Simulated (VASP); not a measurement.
# ZnS (R3m) in VASP: further runs

ZnS is run at these levels: LDA+U; tasks: single point.

Program: VASP 6.6.1. These are calculated values, not measurements. Logs are shortened: lines on timing, memory, paths and dates and some standing lists are left out, and cuts for length are marked.

**1. The cell of the first run**

Symmetry: R3m, No. 160, trigonal system. Conventional cell: a = 3.806 Å, b = 3.806 Å, c = 28.056 Å, α = 90.00°, β = 90.00°, γ = 120.00°. Zn (site symmetry 3m) has 4 S at 2.33 to 2.34 Å within 3.1 Å. Within 3.1 Å of Zn (site symmetry 3m) lie 4 S at 2.33 Å. Within 3.1 Å of Zn (site symmetry 3m) lie 4 S at 2.33 to 2.34 Å. S (site symmetry 3m) has 4 Zn at 2.33 to 2.34 Å within 3.1 Å. S (site symmetry 3m) has 4 Zn at 2.33 to 2.34 Å within 3.1 Å. S (site symmetry 3m) has 4 Zn at 2.33 Å within 3.1 Å.

**2. Single point, LDA+U**

Input file INCAR:

```
  ALGO = Normal
  EDIFF = 1E-6
  ENCUT = 520
  GGA = CA
  ISIF = 2
  ISMEAR = 0
  LASPH = T
  LCHARG = F
  LDAU = T
  LDAUJ = 0 0
  LDAUL = 2 -1
  LDAUPRINT = 1
  LDAUTYPE = 2
  LDAUU = 3 0
  LREAL = F
  LWAVE = F
  NBANDS = 36
  NELM = 150
  PREC = Accurate
  SIGMA = 0.01
```

Input file KPOINTS:

```
k-points
0
Gamma
  6 6 6
```

Input file POSCAR:

```
ZnS
1.0
    1.9030712000      1.0987386700      9.3519478300
   -1.9030712000      1.0987386700      9.3519478300
    0.0000000000     -2.1974773400      9.3519478300
Zn S
3 3
Direct
    0.9999711404      0.9999711404      0.9999711404
    0.2222694100      0.2222694100      0.2222694100
    0.4446134401      0.4446134401      0.4446134401
    0.0832671700      0.0832671700      0.0832671700
    0.5278423001      0.5278423001      0.5278423001
    0.3053625400      0.3053625400      0.3053625400
```

Potentials or basis: VASP PAW LDA potentials, release 64 (Zn, S).

On the command line:

```console
$ cat potpaw_LDA.64/Zn/POTCAR potpaw_LDA.64/S/POTCAR > POTCAR
$ mpirun -np 1 vasp_std > vasp.out
```

OUTCAR:

```text
EDIFF = 1E-6
   ENCUT = 520
   GGA = CA
   ISIF = 2
   ISMEAR = 0
   LASPH = T
   LREAL = F
   NELM = 150
   PREC = Accurate

 ion  position               nearest neighbor table
   1  1.000  1.000  1.000-   6 2.33   6 2.33   6 2.33   4 2.34
   2  0.222  0.222  0.222-   6 2.33   5 2.33   5 2.33   5 2.33
   3  0.445  0.445  0.445-   4 2.33   4 2.33   4 2.33   5 2.34
   4  0.083  0.083  0.083-   3 2.33   3 2.33   3 2.33   1 2.34
   5  0.528  0.528  0.528-   2 2.33   2 2.33   2 2.33   3 2.34
   6  0.305  0.305  0.305-   2 2.33   1 2.33   1 2.33   1 2.33

  LATTYP: Found a trigonal (rhomboedric) cell.
 ALAT       =     9.6066557590
 COS(alpha) =     0.9215133826

  Lattice vectors:

 A1 = (   1.9030712000,   1.0987386700,   9.3519478300)
 A2 = (  -1.9030712000,   1.0987386700,   9.3519478300)
 A3 = (   0.0000000000,  -2.1974773400,   9.3519478300)

Analysis of symmetry for initial positions (statically):
=====================================================================
 Subroutine PRICEL returns:
 Original cell was already a primitive cell.

 Routine SETGRP: Setting up the symmetry group for a
 trigonal (rhombohedral) supercell.

 Subroutine GETGRP returns: Found  6 space group operations
 (whereof  6 operations were pure point group operations)
 out of a pool of 12 trial point group operations.

The static configuration has the point symmetry C_3v.

Analysis of symmetry for dynamics (positions and initial velocities):
=====================================================================
 Subroutine PRICEL returns:
 Original cell was already a primitive cell.

 Routine SETGRP: Setting up the symmetry group for a
 trigonal (rhombohedral) supercell.

 Subroutine GETGRP returns: Found  6 space group operations
 (whereof  6 operations were pure point group operations)
 out of a pool of 12 trial point group operations.

The dynamic configuration has the point symmetry C_3v.

 Subroutine INISYM returns: Found  6 space group operations
 (whereof  6 operations are pure point group operations),
 and found     1 'primitive' translations

----------------------------------------------------------------------------------------

                                     Primitive cell

  volume of cell :     117.3283

  direct lattice vectors                    reciprocal lattice vectors
     1.903071200  1.098738670  9.351947830     0.262733207  0.151689088  0.035643199
    -1.903071200  1.098738670  9.351947830    -0.262733207  0.151689088  0.035643199
     0.000000000 -2.197477340  9.351947830     0.000000000 -0.303378176  0.035643199

  length of vectors
     9.606655759  9.606655759  9.606655759     0.305464818  0.305464818  0.305464818

  position of ions in fractional coordinates (direct lattice)
     0.999971140  0.999971140  0.999971140
     0.222269410  0.222269410  0.222269410
     0.444613440  0.444613440  0.444613440
     0.083267170  0.083267170  0.083267170
     0.527842300  0.527842300  0.527842300
     0.305362540  0.305362540  0.305362540

  ion indices of the primitive-cell ions
   primitive index   ion index
                 1           1
                 2           2
                 3           3
                 4           4
                 5           5
                 6           6

----------------------------------------------------------------------------------------

 KPOINTS: k-points

Automatic generation of k-mesh.
 Grid dimensions read from file:
 generate k-points for:    6    6    6

 Generating k-lattice:

  Cartesian coordinates                     Fractional coordinates (reciprocal lattice)
     0.043788868  0.025281515  0.005940533     0.166666667  0.000000000  0.000000000
    -0.043788868  0.025281515  0.005940533     0.000000000  0.166666667  0.000000000
     0.000000000 -0.050563029  0.005940533     0.000000000  0.000000000  0.166666667

  Length of vectors
     0.050910803  0.050910803  0.050910803

  Shift w.r.t. Gamma in fractional coordinates (k-lattice)
     0.000000000  0.000000000  0.000000000

 Subroutine IBZKPT returns following result:
 ===========================================

 Found     32 irreducible k-points:

 Following reciprocal coordinates:
            Coordinates               Weight
  0.000000  0.000000  0.000000      1.000000
  0.166667  0.000000  0.000000      6.000000
  0.333333  0.000000  0.000000      6.000000
  0.500000 -0.000000  0.000000      3.000000
  0.166667  0.166667  0.000000      6.000000
  0.333333  0.166667  0.000000     12.000000
[... 16 lines left out ...]
  0.500000  0.500000  0.166667      6.000000
 -0.333333  0.500000  0.166667     12.000000
 [... further k-points ...]
   k-points           NKPTS =     32   k-points in BZ     NKDIM =     32   number of bands    NBANDS=     36
   number of dos      NEDOS =    301   number of ions     NIONS =      6
   total plane-waves  NPLWV = 373248
   dimension x,y,z NGX =    72 NGY =   72 NGZ =   72
   dimension x,y,z NGXF=   144 NGYF=  144 NGZF=  144
   ions per type =               3   3
   NGX,Y,Z   is equivalent  to a cutoff of  12.46, 12.46, 12.46 a.u.
   NGXF,Y,Z  is equivalent  to a cutoff of  24.92, 24.92, 24.92 a.u.
 SYSTEM =  unknown system
   PREC   = accura    normal or accurate (medium, high low for compatibility)
   ISTART =      0    job   : 0-new  1-cont  2-samecut
   ICHARG =      2    charge: 1-file 2-atom 10-const
   ISPIN  =      1    spin polarized calculation?
   LNONCOLLINEAR =      F non collinear calculations
   LSORBIT =      F    spin-orbit coupling
   LASPH  =      T    aspherical Exc in radial PAW
   ENCUT  =  520.0 eV  38.22 Ry    6.18 a.u.  17.86 17.86 17.86*2*pi/ulx,y,z
   NELM   =    150;   NELMIN=  2; NELMDL= -5     # of ELM steps
   EDIFF  = 0.1E-05   stopping-criterion for ELM
   LREAL  =      F    real-space projection
[... 7 lines left out ...]
   TEBEG  =    0.0;   TEEND  =   0.0 temperature during run
   PSTRESS=    0.0 pullay stress
   NELECT =      54.0000    total number of electrons
   NUPDOWN=      -1.0000    fix difference up-down
   EMIN   =  10.00;   EMAX   =-10.00  energy-range for DOS
   EFERMI =   0.00;   METHOD = LEGACY
   ISMEAR =     0;   SIGMA  =   0.01  broadening in eV -4-tet -1-fermi 0-gaus
   EFERMI_NEDOS =   21; number of points for ismear=-14 and -15
   IALGO  =     38    algorithm
   IMIX   =      4    mixing-type and parameters
     AMIX     =   0.40;   BMIX     =  1.00
     AMIX_MAG =   1.60;   BMIX_MAG =  1.00
  volume/ion in A,a.u.               =      19.55       131.96
  Fermi-wavevector in a.u.,A,eV,Ry     =   1.263975  2.388566 21.737115  1.597633
  Thomas-Fermi vector in A             =   2.397304
   LORBIT       =      0    0 simple, 1 ext, 2 COOP (PROOUT), +10 PAW based schemes
 LDA+U is selected, type is set to LDAUTYPE =  2
   angular momentum for each species LDAUL =     2   -1
   U (eV)           for each species LDAUU =   3.0  0.0
   J (eV)           for each species LDAUJ =   0.0  0.0
   GGA     = CA    functional components
   LHFCALC =     F    Hartree Fock is set to
   AEXX    =    0.0000 exact exchange contribution
   IVDW    =     0    specifies the selected vdW correction
   LEPSILON=     F    determine dielectric tensor
   LRPA    =     F    only Hartree local field effects (RPA)
 non-spin polarized calculation
 Gauss-broadening in eV      SIGMA  =   0.01
  energy-cutoff  :      520.00
  volume of cell :      117.33
 maximum number of plane-waves:      3183
   NGX = 35   NGY = 35   NGZ = 35

atom =   1  type =  1  l = 2

 onsite density matrix

spin component  1

  0.9881 -0.0000  0.0000  0.0054 -0.0000
 -0.0000  0.9844  0.0000  0.0000  0.0054
  0.0000  0.0000  0.9919  0.0000  0.0000
  0.0054  0.0000  0.0000  0.9844 -0.0000
 -0.0000  0.0054  0.0000 -0.0000  0.9881
[... 77 lines left out ...]
  o =  0.9806  v =  0.5773  0.0000 -0.0000  0.8165  0.0000  0.0000  0.0000  0.0000  0.0000  0.0000      0.0000  0.0000  0.0000  0.0000  0.0000  0.0000  0.0000  0.0000  0.0000  0.0000
  o =  0.9806  v =  0.0000  0.0000  0.0000  0.0000  0.0000  0.5773  0.0000 -0.0000  0.8165  0.0000      0.0000  0.0000  0.0000  0.0000  0.0000  0.0000  0.0000  0.0000  0.0000  0.0000
  o =  0.9806  v =  0.0000 -0.8165  0.0000  0.0000 -0.5773  0.0000  0.0000  0.0000  0.0000  0.0000      0.0000  0.0000  0.0000  0.0000  0.0000  0.0000  0.0000  0.0000  0.0000  0.0000
  o =  0.9806  v =  0.0000  0.0000  0.0000  0.0000  0.0000  0.0000 -0.8165  0.0000  0.0000 -0.5773      0.0000  0.0000  0.0000  0.0000  0.0000  0.0000  0.0000  0.0000  0.0000  0.0000
  o =  0.9919  v =  0.0000  0.0000  0.0000  0.0000  0.0000  0.8165 -0.0000 -0.0000 -0.5773  0.0000      0.0000  0.0000  0.0000  0.0000  0.0000  0.0000  0.0000  0.0000  0.0000  0.0000
  o =  0.9919  v =  0.8165 -0.0000 -0.0000 -0.5773  0.0000  0.0000  0.0000  0.0000  0.0000  0.0000      0.0000  0.0000  0.0000  0.0000  0.0000  0.0000  0.0000  0.0000  0.0000  0.0000
  o =  0.9919  v = -0.0000 -0.5773 -0.0000  0.0000  0.8165  0.0000  0.0000  0.0000  0.0000  0.0000      0.0000  0.0000  0.0000  0.0000  0.0000  0.0000  0.0000  0.0000  0.0000  0.0000
  o =  0.9919  v =  0.0000  0.0000  0.0000  0.0000  0.0000 -0.0000 -0.5773 -0.0000  0.0000  0.8165      0.0000  0.0000  0.0000  0.0000  0.0000  0.0000  0.0000  0.0000  0.0000  0.0000
  o =  0.9920  v =  0.0000  0.0000  0.0000  0.0000  0.0000  0.0000  0.0000 -1.0000 -0.0000 -0.0000      0.0000  0.0000  0.0000  0.0000  0.0000  0.0000  0.0000  0.0000  0.0000  0.0000
  o =  0.9920  v =  0.0000  0.0000 -1.0000 -0.0000 -0.0000  0.0000  0.0000  0.0000  0.0000  0.0000      0.0000  0.0000  0.0000  0.0000  0.0000  0.0000  0.0000  0.0000  0.0000  0.0000

 number of electron      53.9999979 magnetization

 Free energy of the ion-electron system (eV)
  ---------------------------------------------------
  ext. energy  EPLUGINS =         0.00000000
  ---------------------------------------------------
  free energy    TOTEN  =       -23.85687008 eV

  energy without entropy =      -23.85687008  energy(sigma->0) =      -23.85687008

 E-fermi :   1.9071     XC(G=0): -10.0625

 val. band max:        1.8585612902   @ k =   0.0000   0.0000   0.0000
 cond. band min:       4.0178081177   @ k =   0.0000   0.0000   0.0000
 fundamental gap:      2.1592468274
 Fermi energy:         1.9070596541

 k-point     1 :       0.0000    0.0000    0.0000
  band No.  band energies     occupation
      1     -11.1579      2.00000
      2     -10.5084      2.00000
      3     -10.4986      2.00000
      4      -5.6507      2.00000
      5      -5.6418      2.00000
      6      -5.6418      2.00000
[... 925 lines left out ...]
     35       9.4174      0.00000
     36      10.5409      0.00000

 [... further k-points ...]
[... 5 lines left out ...]
  --------------------------------------------------------------------------------------
  -------------------------------------------------------------------------------------
  Total       -3.4252739     -3.4252739     -3.4372093      0.0000000      0.0000000      0.0000000
  in kB      -46.7738495    -46.7738496    -46.9368333      0.0000000      0.0000000      0.0000000
  external PRESSURE =     -46.8281775 kB  Pullay stress =       0.0000000 kB

 VOLUME and BASIS-vectors are now :
 -----------------------------------------------------------------------------
  energy-cutoff  :      520.00
  volume of cell :      117.33
      direct lattice vectors                 reciprocal lattice vectors
     1.903071200  1.098738670  9.351947830     0.262733207  0.151689088  0.035643199
    -1.903071200  1.098738670  9.351947830    -0.262733207  0.151689088  0.035643199
     0.000000000 -2.197477340  9.351947830     0.000000000 -0.303378176  0.035643199

 POSITION                                       TOTAL-FORCE (eV/Angst)
 -----------------------------------------------------------------------------------
      0.00000      0.00000     28.05503         0.000000     -0.000000     -0.005509
      0.00000      0.00000      6.23596         0.000000     -0.000000     -0.004025
      0.00000      0.00000     12.47401         0.000000     -0.000000     -0.018499
      0.00000      0.00000      2.33613         0.000000     -0.000000      0.011336
      0.00000      0.00000     14.80906         0.000000     -0.000000      0.006271
      0.00000      0.00000      8.56720         0.000000      0.000000      0.010427
 -----------------------------------------------------------------------------------
    total drift:                               -0.000000      0.000000      0.000538

  FREE ENERGIE OF THE ION-ELECTRON SYSTEM (eV)
  ---------------------------------------------------
  free  energy   TOTEN  =       -23.8568700803 eV

  energy  without entropy=      -23.8568700803  energy(sigma->0) =      -23.85687008
```

Wall time 18 min (1 thread of Intel Xeon 8259CL, shared host); peak memory 0.52 GiB.

What came out:

```yaml
Free_energy: -23.8569 eV
Pressure: -4.7 GPa
Largest_force: 0.018 eV/Å
Band_gap_on_the_k_mesh: 2.16 eV
```

Forces on the atoms (eV/Å):
```
Zn   0.000  0.000 -0.006
Zn   0.000  0.000 -0.004
Zn   0.000  0.000 -0.018
S    0.000  0.000  0.011
S    0.000  0.000  0.006
S    0.000  0.000  0.010
```

Eigenvalues of the final occupation matrices:
```csv
site,spin,trace,eigenvalues
site 1 d,1,4.94,0.98 0.98 0.99 0.99 0.99
site 1 d,2,4.94,0.98 0.98 0.99 0.99 0.99
site 2 d,1,4.94,0.98 0.98 0.99 0.99 0.99
site 2 d,2,4.94,0.98 0.98 0.99 0.99 0.99
site 3 d,1,4.94,0.98 0.98 0.99 0.99 0.99
site 3 d,2,4.94,0.98 0.98 0.99 0.99 0.99
```

Caveat: the cell stands under tension.

**3. Single point, LDA+U**

Input file INCAR:

```
PREC = Accurate
ENCUT = 520
EDIFF = 1E-7
ISMEAR = 0
SIGMA = 0.01
LREAL = False
LASPH = True
NELM = 150
ALGO = Normal
ISIF = 2
LWAVE = False
LCHARG = False
LDAU = True
LDAUTYPE = 2
LDAUL = 2 -1
LDAUU = 4.5 0
LDAUJ = 0 0
LDAUPRINT = 1
NBANDS = 36
```

Input file KPOINTS:

```
Automatic mesh
0
Gamma
  6 6 6
```

POSCAR is that of step 2.

Potentials or basis: VASP PAW LDA potentials, release 64 (Zn, S).

On the command line:

```console
$ cat potpaw_LDA.64/Zn/POTCAR potpaw_LDA.64/S/POTCAR > POTCAR
$ mpirun -np 1 vasp_std > vasp.out
```

Run time: 17 min. Hardware: 1 thread of Intel Xeon 8259CL, shared host; peak memory 0.52 GiB.

Results (log left out):

| Quantity | Value |
| --- | --- |
| Free energy | -23.6092 eV |
| Pressure | -5.3 GPa |
| Largest force | 0.021 eV/Å |
| Band gap on the k mesh | 2.25 eV |

Forces on the atoms (eV/Å):
```
Zn   0.000  0.000 -0.006
Zn   0.000  0.000 -0.007
Zn   0.000  0.000 -0.021
S    0.000  0.000  0.014
S    0.000  0.000  0.008
S    0.000  0.000  0.012
```

Levels at points of the mesh, in eV from the valence-band top:
```tsv
k point	band 25	band 26	band 27	band 28	band 29	band 30
(0.00, 0.00, 0.00)	-0.05	0.00	0.00	2.25	3.40	3.55
(0.50, 0.00, 0.00)	-1.81	-1.23	-0.81	3.30	3.89	4.05
(0.50, 0.50, 0.00)	-1.20	-1.18	-1.18	3.33	3.60	4.28
(0.50, 0.50, 0.50)	-0.23	-0.22	-0.22	3.23	3.38	3.52
```

Eigenvalues of the final occupation matrices:
```tsv
site	spin	trace	eigenvalues
site 1 d	1	4.95	0.98 0.98 1.00 1.00 1.00
site 1 d	2	4.95	0.98 0.98 1.00 1.00 1.00
site 2 d	1	4.95	0.98 0.98 1.00 1.00 1.00
site 2 d	2	4.95	0.98 0.98 1.00 1.00 1.00
site 3 d	1	4.95	0.98 0.98 1.00 1.00 1.00
site 3 d	2	4.95	0.98 0.98 1.00 1.00 1.00
```

Caveat: the cell stands under tension.

**4. Single point, LDA+U**

Input file INCAR:

```
SYSTEM = ZnS
PREC = Accurate ; ENCUT = 520
EDIFF = 1E-6 ; ISMEAR = 0
SIGMA = 0.01 ; LREAL = .False.
LASPH = .True. ; NELM = 150
ALGO = Normal ; ISIF = 2
LWAVE = .False. ; LCHARG = .False.
LDAU = .True. ; LDAUTYPE = 2
LDAUL = 2 -1 ; LDAUU = 6 0
LDAUJ = 0 0 ; LDAUPRINT = 1
GGA = CA ; NBANDS = 36
```

Input file KPOINTS:

```
Automatic mesh
0
Gamma
  6 6 6
  0 0 0
```

POSCAR is that of step 3.

On the command line:

```console
$ cat potpaw_LDA.64/Zn/POTCAR potpaw_LDA.64/S/POTCAR > POTCAR
$ mpirun -np 1 vasp_std > vasp.out
```

It took 11 min on 1 thread of Intel Xeon Platinum 8259CL at 2.50GHz (Skylake/Cascade Lake), shared host; peak memory 0.52 GiB.

It converged, with:

```yaml
Free_energy: -23.4266 eV
Pressure: -6.0 GPa
Largest_force: 0.023 eV/Å
Band_gap_on_the_k_mesh: 2.34 eV
```

Forces in eV/Å, atoms in the order of the input:
```
Zn   0.000  0.000 -0.007
Zn   0.000  0.000 -0.010
Zn   0.000  0.000 -0.023
S    0.000  0.000  0.016
S    0.000  0.000  0.011
S    0.000  0.000  0.014
```

Levels at points of the mesh, in eV from the valence-band top:
```csv
k point,band 23,band 24,band 25,band 26,band 27,band 28,band 29,band 30,band 31,band 32
"(0.00, 0.00, 0.00)",-0.61,-0.61,-0.05,0.00,0.00,2.34,3.48,3.63,6.53,6.53
"(0.50, 0.00, 0.00)",-2.02,-1.77,-1.75,-1.19,-0.78,3.35,3.94,4.11,4.94,5.24
"(0.50, 0.50, 0.00)",-2.03,-1.79,-1.16,-1.14,-1.14,3.38,3.64,4.34,4.99,5.83
"(0.50, 0.50, 0.50)",-0.79,-0.23,-0.23,-0.21,-0.21,3.30,3.47,3.60,6.42,6.49
```

Eigenvalues of the final occupation matrices:
```csv
site,spin,trace,eigenvalues
site 1 d,1,4.97,0.99 0.99 1.00 1.00 1.00
site 1 d,2,4.97,0.99 0.99 1.00 1.00 1.00
site 2 d,1,4.97,0.99 0.99 1.00 1.00 1.00
site 2 d,2,4.97,0.99 0.99 1.00 1.00 1.00
site 3 d,1,4.97,0.99 0.99 1.00 1.00 1.00
site 3 d,2,4.97,0.99 0.99 1.00 1.00 1.00
```

Caveat: the cell stands under tension.

**5. Overview**

```tsv
U	gap on the mesh (eV)	pressure (GPa)	largest force (eV/Å)
Zn d U = 3.0 eV	2.16	-4.7	0.02
Zn d U = 4.5 eV	2.25	-5.3	0.02
Zn d U = 6.0 eV	2.34	-6.0	0.02
```

Alike in all rows: task single point; level LDA+U; potentials or basis VASP PAW LDA potentials, release 64 (Zn, S); no spin polarisation; cell as given; k mesh 6 × 6 × 6; cutoff (eV) 520; smearing gaussian 0.01 eV.

Caveats: the cell stands under tension.

Absolute energies hang on the potentials; compare differences alone.
